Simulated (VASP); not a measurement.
# Al (P6_3/mmc) in VASP: single point with PBEsol

Aim: the single point of Al with PBEsol.

All numbers are computed with VASP 6.6.1; they aren't measurements. Logs are shortened: lines on timing, memory, paths and dates and some standing lists are left out, and cuts for length are marked.

## Step 1: The cell of the first run

The structure is hexagonal, space group P6_3/mmc (No. 194). Conventional cell: a = 2.836 Å, b = 2.836 Å, c = 9.322 Å, α = 90.00°, β = 90.00°, γ = 120.00°. Al (site symmetry -3m) has 12 Al at 2.84 to 2.85 Å within 3.7 Å. Al (site symmetry -6m2) has 12 Al at 2.84 to 2.85 Å within 3.7 Å. Al (site symmetry -3m) has 12 Al at 2.84 to 2.85 Å within 3.7 Å.

This isn't the form of Al at room conditions, which is fcc.

## Step 2: Single point, PBEsol

INCAR reads:

```
PREC = Accurate
ENCUT = 520
EDIFF = 1E-6
ISMEAR = 0
SIGMA = 0.15
LREAL = Auto
LASPH = T
NELM = 100
ALGO = Fast
ISIF = 2
LWAVE = F
LCHARG = F
GGA = PS
ISYM = 0
NBANDS = 38
```

KPOINTS reads:

```
regular mesh
0
Gamma
  5 17 5
```

POSCAR reads:

```
Al
1.0
   -1.4181422459     -2.4562944223      9.3221494550
    1.4181422459     -2.4562944223      0.0000000000
    8.5088534754      4.9125888445      0.0000000000
Al
16
Direct
    0.0000000000      0.5000000000      0.2500000000
    0.0000000000      0.0000000000      0.5000000000
    0.0000000000      0.5000000000      0.7500000000
    0.0000000000      0.0000000000      0.0000000000
    0.2500000000      0.3750000000      0.1458333333
    0.2500000000      0.8750000000      0.3958333333
    0.2500000000      0.3750000000      0.6458333333
    0.2500000000      0.8750000000      0.8958333333
    0.5000000000      0.7500000000      0.1250000000
    0.5000000000      0.2500000000      0.3750000000
    0.5000000000      0.7500000000      0.6250000000
    0.5000000000      0.2500000000      0.8750000000
    0.7500000000      0.6250000000      0.3541666667
    0.7500000000      0.1250000000      0.6041666667
    0.7500000000      0.6250000000      0.8541666667
    0.7500000000      0.1250000000      0.1041666667
```

Potentials or basis: VASP PAW PBE potentials, release 64 (Al).

Run with:

```sh
$ cat potpaw_PBE.64/Al/POTCAR > POTCAR
$ mpirun -np 1 vasp_std > vasp.out
```

OUTCAR:

```text
PREC = Accurate
   ENCUT = 520
   EDIFF = 1E-6
   ISMEAR = 0
   LREAL = Auto
   LASPH = T
   NELM = 100
   ISIF = 2
   GGA = PS
   ISYM = 0

 ion  position               nearest neighbor table
   1  0.000  0.500  0.250-   2 2.84   4 2.84   2 2.84   4 2.84  16 2.85   6 2.85  16 2.85   6 2.85
                             5 2.85  13 2.85
   2  0.000  0.000  0.500-   3 2.84   1 2.84   1 2.84   3 2.84  13 2.85   7 2.85  13 2.85   7 2.85
                            14 2.85   6 2.85
   3  0.000  0.500  0.750-   4 2.84   2 2.84   2 2.84   4 2.84  14 2.85   8 2.85  14 2.85   8 2.85
                            15 2.85   7 2.85
   4  0.000  0.000  0.000-   1 2.84   3 2.84   1 2.84   3 2.84  15 2.85   5 2.85  15 2.85   5 2.85
                            16 2.85   8 2.85
   5  0.250  0.375  0.146-   6 2.84   8 2.84   6 2.84   8 2.84   9 2.85   4 2.85   4 2.85   9 2.85
                            10 2.85   1 2.85
   6  0.250  0.875  0.396-   7 2.84   5 2.84   5 2.84   7 2.84  10 2.85   1 2.85   1 2.85  10 2.85
                            11 2.85   2 2.85
   7  0.250  0.375  0.646-   8 2.84   6 2.84   6 2.84   8 2.84  11 2.85   2 2.85   2 2.85  11 2.85
                            12 2.85   3 2.85
   8  0.250  0.875  0.896-   5 2.84   7 2.84   5 2.84   7 2.84  12 2.85   3 2.85   3 2.85  12 2.85
                             9 2.85   4 2.85
   9  0.500  0.750  0.125-  10 2.84  12 2.84  10 2.84  12 2.84   5 2.85  16 2.85  16 2.85   5 2.85
                             8 2.85  13 2.85
  10  0.500  0.250  0.375-  11 2.84   9 2.84   9 2.84  11 2.84   6 2.85  13 2.85  13 2.85   6 2.85
                            14 2.85   5 2.85
  11  0.500  0.750  0.625-  12 2.84  10 2.84  10 2.84  12 2.84   7 2.85  14 2.85  14 2.85   7 2.85
                            15 2.85   6 2.85
  12  0.500  0.250  0.875-   9 2.84  11 2.84   9 2.84  11 2.84   8 2.85  15 2.85  15 2.85   8 2.85
                            16 2.85   7 2.85
  13  0.750  0.625  0.354-  14 2.84  16 2.84  14 2.84  16 2.84  10 2.85   2 2.85   2 2.85  10 2.85
                             9 2.85   1 2.85
  14  0.750  0.125  0.604-  15 2.84  13 2.84  13 2.84  15 2.84  11 2.85   3 2.85   3 2.85  11 2.85
                            10 2.85   2 2.85
  15  0.750  0.625  0.854-  16 2.84  14 2.84  14 2.84  16 2.84  12 2.85   4 2.85   4 2.85  12 2.85
                            11 2.85   3 2.85
  16  0.750  0.125  0.104-  13 2.84  15 2.84  13 2.84  15 2.84   9 2.85   1 2.85   1 2.85   9 2.85
                            12 2.85   4 2.85

IMPORTANT INFORMATION: All symmetrisations will be switched off!
NOSYMM: (Re-)initialisation of all symmetry stuff for point group C_1.

----------------------------------------------------------------------------------------

                                     Primitive cell

  volume of cell :     259.7803

  direct lattice vectors                    reciprocal lattice vectors
    -1.418142246 -2.456294422  9.322149455     0.000000000  0.000000000  0.107271398
     1.418142246 -2.456294422  0.000000000     0.176286970 -0.305337989 -0.053635699
[... 152 lines left out ...]
   IALGO  =     68    algorithm
   IMIX   =      4    mixing-type and parameters
     AMIX     =   0.40;   BMIX     =  1.00
     AMIX_MAG =   1.60;   BMIX_MAG =  1.00
  volume/ion in A,a.u.               =      16.24       109.57
  Fermi-wavevector in a.u.,A,eV,Ry     =   0.932438  1.762052 11.829450  0.869440
  Thomas-Fermi vector in A             =   2.059035
   LORBIT       =      0    0 simple, 1 ext, 2 COOP (PROOUT), +10 PAW based schemes
   GGA     = PS    functional components
   LHFCALC =     F    Hartree Fock is set to
   AEXX    =    0.0000 exact exchange contribution
   IVDW    =     0    specifies the selected vdW correction
   LEPSILON=     F    determine dielectric tensor
   LRPA    =     F    only Hartree local field effects (RPA)
 non-spin polarized calculation
 RMM-DIIS sequential band-by-band and
 Gauss-broadening in eV      SIGMA  =   0.15
  energy-cutoff  :      520.00
  volume of cell :      259.78
 maximum number of plane-waves:      7029
   NGX = 37   NGY = 11   NGZ = 37

 number of electron      48.0000000 magnetization

 Free energy of the ion-electron system (eV)
  ---------------------------------------------------
  ext. energy  EPLUGINS =         0.00000000
  ---------------------------------------------------
  free energy    TOTEN  =       -65.33242195 eV

  energy without entropy =      -65.27248471  energy(sigma->0) =      -65.30245333

 E-fermi :   8.1154     XC(G=0): -10.3163

 val. band max:        8.1148884407   @ k =  -0.4000  -0.2941   0.4000
 cond. band min:       8.1160909352   @ k =   0.4000   0.1176   0.4000
 fundamental gap:      0.0012024945
 Fermi energy:         8.1154226208

 k-point     1 :       0.0000    0.0000    0.0000
  band No.  band energies     occupation
      1      -3.1245      2.00000
      2      -1.4948      2.00000
      3      -1.4948      2.00000
      4      -1.4327      2.00000
      5      -1.4307      2.00000
      6      -0.6558      2.00000
[... 925 lines left out ...]
     35      11.0105      0.00000
     36      11.1712      0.00000

 [... further k-points ...]

 [bands above 36 left out]

------------------------ aborting loop because EDIFF is reached ----------------------------------------

  FORCE on cell =-STRESS in cart. coord.  units (eV):
  Direction    XX          YY          ZZ          XY          YZ          ZX
  --------------------------------------------------------------------------------------
  -------------------------------------------------------------------------------------
  Total        0.2572224     -0.0690317      0.2475165      0.2073101     -0.0658983      0.1286771
  in kB        1.5864016     -0.4257481      1.5265410      1.2785707     -0.4064235      0.7936070
  external PRESSURE =       0.8957315 kB  Pullay stress =       0.0000000 kB

 VOLUME and BASIS-vectors are now :
 -----------------------------------------------------------------------------
  energy-cutoff  :      520.00
  volume of cell :      259.78
      direct lattice vectors                 reciprocal lattice vectors
    -1.418142246 -2.456294422  9.322149455     0.000000000  0.000000000  0.107271398
     1.418142246 -2.456294422  0.000000000     0.176286970 -0.305337989 -0.053635699
     8.508853475  4.912588845  0.000000000     0.088143485  0.050889665  0.026817849

 POSITION                                       TOTAL-FORCE (eV/Angst)
 -----------------------------------------------------------------------------------
      2.83628     -0.00000      0.00000         0.000001      0.000000     -0.000001
      4.25443      2.45629      0.00000         0.000002      0.000001     -0.000000
      7.09071      2.45629      0.00000        -0.000002     -0.000001      0.000002
      0.00000      0.00000      0.00000        -0.000001     -0.000001      0.000001
      1.41814     -0.81876      2.33054         0.001238      0.000616      0.000004
      4.25443     -0.81876      2.33054         0.001243      0.000619      0.000002
[... 8 lines left out ...]
      7.09071      0.81876      6.99161        -0.001239     -0.000616     -0.000002
      0.00000     -1.63753      6.99161        -0.001240     -0.000617     -0.000006
 -----------------------------------------------------------------------------------
    total drift:                                0.000000      0.000000     -0.000000

  FREE ENERGIE OF THE ION-ELECTRON SYSTEM (eV)
  ---------------------------------------------------
  free  energy   TOTEN  =       -65.3324219533 eV

  energy  without entropy=      -65.2724847081  energy(sigma->0) =      -65.30245333
```

It took 68 min on 1 thread of Oxide Virtual Turin-like, shared host; peak memory 1.2 GiB.

Results:

```
Free energy            : -65.3324 eV
Pressure               : 0.1 GPa
Band gap on the k mesh : zero (bands 24 and 25 overlap by 3.00 eV)
```

Stress tensor (GPa, compression positive):
```
 0.16  0.13  0.08
 0.13 -0.04 -0.04
 0.08 -0.04  0.15
```

Caveat: the PAW data sets were made with another functional, which shifts forces and pressure a little.
